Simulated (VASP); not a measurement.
# ZnSe (F-43m) in VASP: further runs, part 2 of 2

VASP 6.6.1. Earlier steps stand in the parts before.

## Step 3: Single point, r2SCAN

POSCAR

```
ZnSe
1.0
    0.0000000000      2.8324206848      2.8324206848
    2.8324206848      0.0000000000      2.8324206848
    2.8324206848      2.8324206848      0.0000000000
Zn Se
1 1
Direct
    0.0000000000      0.0000000000      0.0000000000
    0.2500000000      0.2500000000      0.2500000000
```

INCAR.step1

```
PREC = Accurate
ENCUT = 520
ISMEAR = 1
SIGMA = 0.5
LREAL = F
LASPH = T
NELM = 100
NBANDS = 16
GGA = PE
ALGO = Normal
EDIFF = 1E-4
LWAVE = T
LCHARG = F
```

INCAR.step2

```
PREC = Accurate
ENCUT = 520
EDIFF = 1E-7
ISMEAR = 1
SIGMA = 0.5
LREAL = F
LASPH = T
NELM = 100
ALGO = Normal
ISIF = 2
LWAVE = F
LCHARG = F
METAGGA = R2SCAN
LMIXTAU = T
NBANDS = 16
ISTART = 1
```

KPOINTS

```
regular mesh
0
Gamma
  6 6 6
```

Potentials or basis: VASP PAW PBE potentials, release 64 (Zn, Se).

Launch:

```
$ cat potpaw_PBE.64/Zn/POTCAR potpaw_PBE.64/Se/POTCAR > POTCAR
$ cp INCAR.step1 INCAR
$ mpirun -np 1 vasp_std > vasp.out
$ cp INCAR.step2 INCAR
$ mpirun -np 1 vasp_std > vasp.out
```

OUTCAR:

```text
PREC = Accurate
   ENCUT = 520
   EDIFF = 1E-7
   ISMEAR = 1
   LREAL = F
   LASPH = T
   NELM = 100
   ISIF = 2
   METAGGA = R2SCAN
   ISTART = 1

 ion  position               nearest neighbor table
   1  0.000  0.000  0.000-   2 2.45   2 2.45   2 2.45   2 2.45
   2  0.250  0.250  0.250-   1 2.45   1 2.45   1 2.45   1 2.45

  LATTYP: Found a face centered cubic cell.
 ALAT       =     5.6648413696

  Lattice vectors:

 A1 = (   0.0000000000,   2.8324206848,   2.8324206848)
 A2 = (   2.8324206848,   0.0000000000,   2.8324206848)
 A3 = (   2.8324206848,   2.8324206848,   0.0000000000)

Analysis of symmetry for initial positions (statically):
=====================================================================
 Subroutine PRICEL returns:
 Original cell was already a primitive cell.

 Routine SETGRP: Setting up the symmetry group for a
 face centered cubic supercell.

 Subroutine GETGRP returns: Found 24 space group operations
 (whereof 24 operations were pure point group operations)
 out of a pool of 48 trial point group operations.

The static configuration has the point symmetry T_d .

Analysis of symmetry for dynamics (positions and initial velocities):
=====================================================================
 Subroutine PRICEL returns:
 Original cell was already a primitive cell.

 Routine SETGRP: Setting up the symmetry group for a
 face centered cubic supercell.

 Subroutine GETGRP returns: Found 24 space group operations
 (whereof 24 operations were pure point group operations)
 out of a pool of 48 trial point group operations.

The dynamic configuration has the point symmetry T_d .

 Subroutine INISYM returns: Found 24 space group operations
 (whereof 24 operations are pure point group operations),
 and found     1 'primitive' translations

----------------------------------------------------------------------------------------

                                     Primitive cell

  volume of cell :      45.4468

  direct lattice vectors                    reciprocal lattice vectors
     0.000000000  2.832420685  2.832420685    -0.176527450  0.176527450  0.176527450
     2.832420685  0.000000000  2.832420685     0.176527450 -0.176527450  0.176527450
     2.832420685  2.832420685  0.000000000     0.176527450  0.176527450 -0.176527450

  length of vectors
     4.005647747  4.005647747  4.005647747     0.305754512  0.305754512  0.305754512

  position of ions in fractional coordinates (direct lattice)
     0.000000000  0.000000000  0.000000000
     0.250000000  0.250000000  0.250000000

  ion indices of the primitive-cell ions
   primitive index   ion index
                 1           1
                 2           2

----------------------------------------------------------------------------------------

 KPOINTS: regular mesh

Automatic generation of k-mesh.
 Grid dimensions read from file:
 generate k-points for:    6    6    6

 Generating k-lattice:

  Cartesian coordinates                     Fractional coordinates (reciprocal lattice)
    -0.029421242  0.029421242  0.029421242     0.166666667  0.000000000  0.000000000
     0.029421242 -0.029421242  0.029421242     0.000000000  0.166666667  0.000000000
     0.029421242  0.029421242 -0.029421242     0.000000000  0.000000000  0.166666667

  Length of vectors
     0.050959085  0.050959085  0.050959085

  Shift w.r.t. Gamma in fractional coordinates (k-lattice)
     0.000000000  0.000000000  0.000000000

 Subroutine IBZKPT returns following result:
 ===========================================

 Found     16 irreducible k-points:

 Following reciprocal coordinates:
            Coordinates               Weight
  0.000000  0.000000  0.000000      1.000000
  0.166667  0.000000  0.000000      8.000000
  0.333333  0.000000  0.000000      8.000000
  0.500000  0.000000  0.000000      4.000000
  0.166667  0.166667  0.000000      6.000000
  0.333333  0.166667  0.000000     24.000000
[... 8 lines left out ...]
 -0.333333  0.333333  0.166667     24.000000
 -0.333333  0.500000  0.166667     12.000000
   k-points           NKPTS =     16   k-points in BZ     NKDIM =     16   number of bands    NBANDS=     16
   number of dos      NEDOS =    301   number of ions     NIONS =      2
   total plane-waves  NPLWV =  27000
   dimension x,y,z NGX =    30 NGY =   30 NGZ =   30
   dimension x,y,z NGXF=    60 NGYF=   60 NGZF=   60
   ions per type =               1   1
   NGX,Y,Z   is equivalent  to a cutoff of  12.45, 12.45, 12.45 a.u.
   NGXF,Y,Z  is equivalent  to a cutoff of  24.90, 24.90, 24.90 a.u.
 SYSTEM =  unknown system
   PREC   = accura    normal or accurate (medium, high low for compatibility)
   ISTART =      1    job   : 0-new  1-cont  2-samecut
   ICHARG =      0    charge: 1-file 2-atom 10-const
   ISPIN  =      1    spin polarized calculation?
   LNONCOLLINEAR =      F non collinear calculations
   LSORBIT =      F    spin-orbit coupling
   LASPH  =      T    aspherical Exc in radial PAW
   ENCUT  =  520.0 eV  38.22 Ry    6.18 a.u.   7.45  7.45  7.45*2*pi/ulx,y,z
   NELM   =    100;   NELMIN=  2; NELMDL=  0     # of ELM steps
   EDIFF  = 0.1E-06   stopping-criterion for ELM
   LREAL  =      F    real-space projection
   EDIFFG = 0.1E-05   stopping-criterion for IOM
   NSW    =      0    number of steps for IOM
   IBRION =     -1    ionic relax: 0-MD 1-quasi-New 2-CG
   NFREE  =      0    steps in history (QN), initial steepest desc. (CG)
   ISIF   =      2    stress and relaxation
   ISYM   =      2    0-nonsym 1-usesym 2-fastsym
   POTIM  = 0.5000    time-step for ionic-motion
   TEBEG  =    0.0;   TEEND  =   0.0 temperature during run
   PSTRESS=    0.0 pullay stress
   NELECT =      18.0000    total number of electrons
   NUPDOWN=      -1.0000    fix difference up-down
   EMIN   =  10.00;   EMAX   =-10.00  energy-range for DOS
   EFERMI =   0.00;   METHOD = LEGACY
   ISMEAR =     1;   SIGMA  =   0.50  broadening in eV -4-tet -1-fermi 0-gaus
   EFERMI_NEDOS =   21; number of points for ismear=-14 and -15
   IALGO  =     38    algorithm
   IMIX   =      4    mixing-type and parameters
     AMIX     =   0.40;   BMIX     =  1.00
     AMIX_MAG =   1.60;   BMIX_MAG =  1.00
  volume/ion in A,a.u.               =      22.72       153.35
  Fermi-wavevector in a.u.,A,eV,Ry     =   1.202259  2.271939 19.666213  1.445426
  Thomas-Fermi vector in A             =   2.338045
   LORBIT       =      0    0 simple, 1 ext, 2 COOP (PROOUT), +10 PAW based schemes
   METAGGA = R2SCAN    functional components
   LHFCALC =     F    Hartree Fock is set to
   AEXX    =    0.0000 exact exchange contribution
   IVDW    =     0    specifies the selected vdW correction
   LEPSILON=     F    determine dielectric tensor
   LRPA    =     F    only Hartree local field effects (RPA)
 non-spin polarized calculation
 Methfessel and Paxton  Order N= 1 SIGMA  =   0.50
  energy-cutoff  :      520.00
  volume of cell :       45.45
 maximum number of plane-waves:      1243
 NGX is ok and might be reduce to    30
   NGX = 15   NGY = 15   NGZ = 15

 number of electron      18.0000011 magnetization

 Free energy of the ion-electron system (eV)
  ---------------------------------------------------
  ext. energy  EPLUGINS =         0.00000000
  ---------------------------------------------------
  free energy    TOTEN  =       -24.90111996 eV

  energy without entropy =      -24.91157008  energy(sigma->0) =      -24.90460333

 E-fermi :   1.4421     XC(G=0):  -9.9263

 val. band max:        1.3126038333   @ k =   0.0000   0.0000   0.0000
 cond. band min:       3.1852767345   @ k =   0.0000   0.0000   0.0000
 fundamental gap:      1.8726729012
 Fermi energy:         1.4420814727

 k-point     1 :       0.0000    0.0000    0.0000
  band No.  band energies     occupation
      1     -12.4101      2.00000
      2      -5.3890      2.00000
      3      -5.3890      2.00000
      4      -5.3890      2.00000
      5      -4.9807      2.00000
      6      -4.9807      2.00000
[... 8 lines left out ...]
     15      13.3425      0.00000
     16      13.3425      0.00000
[... 267 lines left out ...]
 k-point    16 :      -0.3333    0.5000    0.1667
  band No.  band energies     occupation
      1     -11.3100      2.00000
      2      -5.2724      2.00000
      3      -5.1562      2.00000
      4      -5.0737      2.00000
      5      -4.9664      2.00000
      6      -4.7088      2.00000
[... 8 lines left out ...]
     15      15.7742      0.00000
     16      16.3097      0.00000

------------------------ aborting loop because EDIFF is reached ----------------------------------------

  FORCE on cell =-STRESS in cart. coord.  units (eV):
  Direction    XX          YY          ZZ          XY          YZ          ZX
  --------------------------------------------------------------------------------------
  -------------------------------------------------------------------------------------
  Total        0.0284626      0.0284626      0.0284626     -0.0000000      0.0000000     -0.0000000
  in kB        1.0034187      1.0034187      1.0034187     -0.0000000      0.0000000     -0.0000000
  external PRESSURE =       1.0034187 kB  Pullay stress =       0.0000000 kB

 VOLUME and BASIS-vectors are now :
 -----------------------------------------------------------------------------
  energy-cutoff  :      520.00
  volume of cell :       45.45
      direct lattice vectors                 reciprocal lattice vectors
     0.000000000  2.832420685  2.832420685    -0.176527450  0.176527450  0.176527450
     2.832420685  0.000000000  2.832420685     0.176527450 -0.176527450  0.176527450
     2.832420685  2.832420685  0.000000000     0.176527450  0.176527450 -0.176527450

 POSITION                                       TOTAL-FORCE (eV/Angst)
 -----------------------------------------------------------------------------------
      0.00000      0.00000      0.00000         0.000000     -0.000000      0.000000
      1.41621      1.41621      1.41621        -0.000000      0.000000      0.000000
 -----------------------------------------------------------------------------------
    total drift:                                0.000022      0.000022      0.000022

  FREE ENERGIE OF THE ION-ELECTRON SYSTEM (eV)
  ---------------------------------------------------
  free  energy   TOTEN  =       -24.9011199556 eV

  energy  without entropy=      -24.9115700814  energy(sigma->0) =      -24.90460333
```

OSZICAR.step1:

```text
N       E                     dE             d eps       ncg     rms          rms(c)
DAV:   1     0.892928211130E+02    0.89293E+02   -0.86346E+03   512   0.129E+03
DAV:   2    -0.658537111341E+00   -0.89951E+02   -0.84261E+02   592   0.258E+02
DAV:   3    -0.625243040103E+01   -0.55939E+01   -0.55758E+01   568   0.617E+01
DAV:   4    -0.629907128671E+01   -0.46641E-01   -0.46635E-01   664   0.617E+00
DAV:   5    -0.629927969853E+01   -0.20841E-03   -0.20841E-03   608   0.364E-01    0.476E+00
DAV:   6    -0.602865889138E+01    0.27062E+00   -0.53298E-01   720   0.239E+01    0.363E+00
DAV:   7    -0.600951027563E+01    0.19149E-01   -0.15710E-01   568   0.350E+00    0.155E+00
DAV:   8    -0.600933270850E+01    0.17757E-03   -0.43558E-03   696   0.661E-01    0.453E-01
DAV:   9    -0.600957589305E+01   -0.24318E-03   -0.10820E-03   568   0.251E-01    0.670E-02
DAV:  10    -0.600968593647E+01   -0.11004E-03   -0.19752E-04   592   0.107E-01    0.219E-02
DAV:  11    -0.600967791023E+01    0.80262E-05   -0.33552E-05   320   0.537E-02
   1 F= -.60096779E+01 E0= -.60132662E+01  d E =0.107649E-01
```

It took 44 s on 1 thread of AMD EPYC 9R45 (Zen 5), shared host; peak memory 0.14 GiB.

What came out:

```
Free energy            : -24.9011 eV
Pressure               : 0.1 GPa
Band gap on the k mesh : 1.87 eV, direct
```

Caveat: the PAW data sets were made with another functional, which shifts forces and pressure a little.

## Step 4: Single point, r2SCAN

POSCAR is that of step 3.

INCAR.step1

```
PREC = Accurate
ENCUT = 520
ISMEAR = 0
SIGMA = 0.01
LREAL = F
LASPH = T
NELM = 100
ISYM = 0
NBANDS = 16
GGA = PE
ALGO = Normal
EDIFF = 1E-4
LWAVE = T
LCHARG = F
```

INCAR.step2

```
PREC = Accurate
ENCUT = 520
EDIFF = 1E-6
ISMEAR = 0
SIGMA = 0.01
LREAL = F
LASPH = T
NELM = 100
ALGO = Normal
ISIF = 2
LWAVE = F
LCHARG = T
METAGGA = R2SCAN
LMIXTAU = T
LELF = T
LVHAR = T
ISYM = 0
NBANDS = 16
ISTART = 1
```

KPOINTS

```
Automatic mesh
0
Gamma
  6 6 6
  0.5 0.5 0.5
```

Potentials or basis: VASP PAW PBE potentials, release 64 (Zn, Se).

Launch:

```
$ cat potpaw_PBE.64/Zn/POTCAR potpaw_PBE.64/Se/POTCAR > POTCAR
$ cp INCAR.step1 INCAR
$ mpirun -np 1 vasp_std > vasp.out
$ cp INCAR.step2 INCAR
$ mpirun -np 1 vasp_std > vasp.out
```

OUTCAR:

```text
PREC = Accurate
   ENCUT = 520
   EDIFF = 1E-6
   ISMEAR = 0
   LREAL = F
   LASPH = T
   NELM = 100
   ISIF = 2
   METAGGA = R2SCAN
   ISYM = 0
   ISTART = 1

 ion  position               nearest neighbor table
   1  0.000  0.000  0.000-   2 2.45   2 2.45   2 2.45   2 2.45
   2  0.250  0.250  0.250-   1 2.45   1 2.45   1 2.45   1 2.45

IMPORTANT INFORMATION: All symmetrisations will be switched off!
NOSYMM: (Re-)initialisation of all symmetry stuff for point group C_1.

----------------------------------------------------------------------------------------

                                     Primitive cell

  volume of cell :      45.4468

  direct lattice vectors                    reciprocal lattice vectors
     0.000000000  2.832420685  2.832420685    -0.176527450  0.176527450  0.176527450
     2.832420685  0.000000000  2.832420685     0.176527450 -0.176527450  0.176527450
     2.832420685  2.832420685  0.000000000     0.176527450  0.176527450 -0.176527450

  length of vectors
     4.005647747  4.005647747  4.005647747     0.305754512  0.305754512  0.305754512

  position of ions in fractional coordinates (direct lattice)
[... 123 lines left out ...]
  ---------------------------------------------------
  free energy    TOTEN  =       -24.90971919 eV

  energy without entropy =      -24.90971919  energy(sigma->0) =      -24.90971919

 E-fermi :   1.2960     XC(G=0):  -9.9273

 val. band max:        1.2386888150   @ k =   0.0000   0.0000  -0.0833
 cond. band min:       3.7295785679   @ k =   0.0833   0.0833   0.0833
 fundamental gap:      2.4908897529
 Fermi energy:         1.2959599009

 k-point     1 :       0.0833    0.0833    0.0833
  band No.  band energies     occupation
      1     -12.3658      2.00000
      2      -5.3848      2.00000
      3      -5.3804      2.00000
      4      -5.3804      2.00000
      5      -4.9803      2.00000
      6      -4.9803      2.00000
[... 433 lines left out ...]
      3      -5.2979      2.00000
      4      -5.1390      2.00000
      5      -4.9802      2.00000
      6      -4.9574      2.00000
[... 8 lines left out ...]
     15      12.8078      0.00000
     16      14.4630      0.00000

 [... further k-points ...]
[... 5 lines left out ...]
  --------------------------------------------------------------------------------------
  -------------------------------------------------------------------------------------
  Total        0.0303789      0.0303792      0.0303739     -0.0005759     -0.0005756     -0.0005760
  in kB        1.0709762      1.0709871      1.0707980     -0.0203024     -0.0202924     -0.0203066
  external PRESSURE =       1.0709204 kB  Pullay stress =       0.0000000 kB

 VOLUME and BASIS-vectors are now :
 -----------------------------------------------------------------------------
  energy-cutoff  :      520.00
  volume of cell :       45.45
      direct lattice vectors                 reciprocal lattice vectors
     0.000000000  2.832420685  2.832420685    -0.176527450  0.176527450  0.176527450
     2.832420685  0.000000000  2.832420685     0.176527450 -0.176527450  0.176527450
     2.832420685  2.832420685  0.000000000     0.176527450  0.176527450 -0.176527450

 POSITION                                       TOTAL-FORCE (eV/Angst)
 -----------------------------------------------------------------------------------
      0.00000      0.00000      0.00000         0.000235      0.000238      0.000238
      1.41621      1.41621      1.41621        -0.000235     -0.000238     -0.000238
 -----------------------------------------------------------------------------------
    total drift:                                0.000143      0.000142      0.000143

  FREE ENERGIE OF THE ION-ELECTRON SYSTEM (eV)
  ---------------------------------------------------
  free  energy   TOTEN  =       -24.9097191920 eV

  energy  without entropy=      -24.9097191920  energy(sigma->0) =      -24.90971919
```

Wall time 11 min (1 thread of AMD EPYC 9R45 (Zen 5), shared host); peak memory 0.4 GiB.

What came out:

- Free energy: -24.9097 eV
- Pressure: 0.1 GPa
- Band gap on the k mesh: 2.49 eV, direct

Caveat: the PAW data sets were made with another functional, which shifts forces and pressure a little.

## Step 5: The runs side by side

| k mesh | smearing | gap on the mesh (eV) | pressure (GPa) |
| --- | --- | --- | --- |
| 6 × 6 × 6 | gaussian 0.01 eV | 1.87 | 0.1 |
| 6 × 6 × 6 | methfessel-paxton 0.5 eV | 1.87 | 0.1 |
| 6 × 6 × 6, shifted | gaussian 0.01 eV | 2.49 | 0.1 |

Alike in all rows: task single point; level r2SCAN; potentials or basis VASP PAW PBE potentials, release 64 (Zn, Se); no spin polarisation; cell as given; cutoff (eV) 520.

On the cell as given the gap runs from 1.87 eV (r2SCAN) to 2.49 eV (r2SCAN).

Caveats: the PAW data sets were made with another functional, which shifts forces and pressure a little.

Absolute energies hang on the potentials; compare differences alone.
